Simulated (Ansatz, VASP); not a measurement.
## TiTe2: VASP beside Ansatz

```
CELL_PARAMETERS angstrom
0.00000 3.44045 3.44045
3.44045 0.00000 3.44045
3.44045 3.44045 0.00000
ATOMIC_POSITIONS crystal
Ti 0.00000 0.00000 0.00000
Te 0.25000 0.25000 0.25000
Te 0.75000 0.75000 0.75000
```

Alike in both runs: functional r2SCAN; k mesh 10 × 10 × 10; occupations gaussian, width 0.1 eV; no spin polarisation.

Ansatz relaxed the structure, and its values are those at the end. VASP's run is a single point on that final structure, the one shown.

|  | VASP | Ansatz |
| --- | --- | --- |
| version | VASP 6.6.1 | Ansatz 0.2.0 |
| potentials or method | VASP PAW PBE potentials, release 64 (Ti_sv, Te), cutoff 520 eV | scalar-relativistic, plane waves, PAW |
| valence electrons in the cell | 24 | 44 |

|  | VASP | Ansatz | Ansatz less VASP |
| --- | --- | --- | --- |
| gap on the k mesh at the Fermi level (eV) | none | none | - |
| pressure (GPa) | 0.1 | 0.0 | -0.10 |

VASP's potentials were made for PBE, not for r2SCAN. A gap of «none» marks a metal or a gap that the smearing closes. The functional is the same, so the differences come from potentials, cutoffs and numerics. VASP's potentials hold 24 valence electrons a cell and Ansatz's 44, so a difference there can come from the potentials and not from the codes.

Spin-orbit coupling is off throughout.
